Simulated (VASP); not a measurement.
Runs of VASP 6.6.1 on SbS3. The structure is that of space group Fm-3m (No. 225), or close to it. The cells are those of the table. 

| task | cell | k mesh | cutoff (eV) | k mesh for the DOS | occupations for the DOS | gap on the mesh (eV) | pressure (GPa) |
| --- | --- | --- | --- | --- | --- | --- | --- |
| single point | a = 4.726 Å, angles 60.0°, 4 atoms | 12 × 12 × 12 | 520 | - | - | none | (a) |
| single point | a = 4.737 Å, angles 60.0°, 4 atoms | 4 × 4 × 4 | 520 | - | - | none | -0.4 |
| relaxation of cell and atoms | relaxed from a = 5.752 Å, angles 60.0°, 4 atoms | 4 × 4 × 4 | 600 | - | - | none | -0.2 |
| single point | a = 5.752 Å, angles 60.0°, 4 atoms | 4 × 4 × 4 | 520 | - | - | none | -11.7 |

Alike in all rows: level PBE; potentials or basis VASP PAW PBE potentials, release 64 (Sb, S); no spin polarisation; smearing gaussian 0.1 eV.

**Question.** Fill in the values left out.

**Answer.** (a) -0.3.

Caveats: some runs use coarse meshes; spin-orbit coupling is left out, which moves the levels of the heavy elements.

A k mesh can miss the band edges, and the runs leave out spin-orbit coupling on Sb.

A gap of «none» marks levels without a gap at the run's occupations.
